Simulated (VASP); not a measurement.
A run of VASP 6.6.1 is set up as follows.

The input INCAR:

```
  ALGO = Normal
  EDIFF = 1E-7
  ENCUT = 520
  GGA = PE
  ISIF = 2
  ISMEAR = 0
  LASPH = T
  LCHARG = F
  LREAL = F
  LWAVE = F
  NBANDS = 16
  NELM = 60
  PREC = Accurate
  SIGMA = 0.1
```

Contents of KPOINTS:

```
k-points
0
Gamma
  14 14 14
```

Contents of POSCAR:

```
Si2Ni
1.0
    0.0000000000      2.6959207658      2.6959207658
    2.6959207658      0.0000000000      2.6959207658
    2.6959207658      2.6959207658      0.0000000000
Si Ni
2 1
Direct
    0.2500000000      0.2500000000      0.2500000000
    0.7500000000      0.7500000000      0.7500000000
    0.0000000000      0.0000000000      0.0000000000
```

Potentials or basis: VASP PAW PBE potentials, release 64 (Si, Ni).

Run with:

```console
$ cat potpaw_PBE.64/Si/POTCAR potpaw_PBE.64/Ni/POTCAR > POTCAR
$ mpirun -np 1 vasp_std > vasp.out
```

(1) Estimate the band gap on the k mesh.

(2) What does it give for the pressure?

## Answers

(1) zero (band 9 reaches 12.28 eV, above the bottom of band 10 at 10.16 eV).

(2) 4.7 GPa.
